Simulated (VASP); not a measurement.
Crystal: AlN.

```
Al N
1.0
     0.00000    2.13941    2.13941
     2.13941    0.00000    2.13941
     2.13941    2.13941    0.00000
Al N
1 1
Direct
  0.00000 0.00000 0.00000
  0.25000 0.25000 0.25000
```

Base run:

- Program: VASP 6.6.1
- Functional: revPBE
- Potentials or basis: VASP PAW PBE potentials, release 64 (Al, N)
- Cutoff: 520 eV
- k mesh: 10 × 10 × 10
- Occupations: fermi-dirac, width 0.05 eV
- Spin: no spin polarisation

Its results: band gap on the k mesh 3.38 eV, indirect (least direct gap 4.78 eV); pressure 22.1 GPa.

After a change of settings the same cell gave: band gap on the k mesh 3.21 eV, indirect (least direct gap 4.69 eV); pressure 15.8 GPa. Which change was it?
A. functional from revPBE to RPBE; cutoff from 520 eV to 600 eV; dispersion from none to D3(BJ)
B. functional from revPBE to PBEsol
C. functional from revPBE to LDA; potentials or basis from VASP PAW PBE potentials, release 64 (Al, N) to VASP PAW LDA potentials, release 64 (Al, N)
D. functional from revPBE to PBE exchange alone; cutoff from 520 eV to 600 eV

B.

PBEsol binds more tightly than revPBE, so the same cell stands under less pressure.

Caveats: the PAW data sets were made with another functional, which shifts forces and pressure a little.
